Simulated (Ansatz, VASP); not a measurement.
# PbO in VASP and in Ansatz

```
CELL_PARAMETERS angstrom
4.03402 0.00000 0.00000
0.00000 4.03402 0.00000
0.00000 0.00000 4.87134
ATOMIC_POSITIONS crystal
Pb 0.00000 0.50000 0.23510
Pb 0.50000 0.00000 0.76490
O 0.00000 0.00000 0.00000
O 0.50000 0.50000 0.00000
```

Change from the starting cell: strain +0.015 along x and y, -0.030 along z, atoms carried along.

Alike in both runs: task single point; functional PBEsol; k mesh 8 × 8 × 6; occupations gaussian, width 0.05 eV; no spin polarisation.

|  | VASP | Ansatz |
| --- | --- | --- |
| version | VASP 6.6.1 | Ansatz 0.2.0 |
| potentials or method | VASP PAW PBE potentials, release 64 (Pb_d, O), cutoff 520 eV | scalar-relativistic, plane waves, PAW |
| valence electrons in the cell | 40 | 40 |

```csv
,VASP,Ansatz,Ansatz less VASP
gap on the k mesh at the Fermi level (eV),1.29,1.28,-0.006
least direct gap on the mesh (eV),2.13,2.15,+0.026
pressure (GPa),0.5,0.5,-0.08
"traceless stress, the component that is largest in VASP (GPa)",1.11,1.14,+0.029
rms of the force components (eV/Å),0.128,0.110,-0.0179
```

VASP's potentials were made for PBE, not for PBEsol. Atom by atom the forces differ by 0.018 eV/Å (rms over components).

Spin-orbit coupling is off throughout.
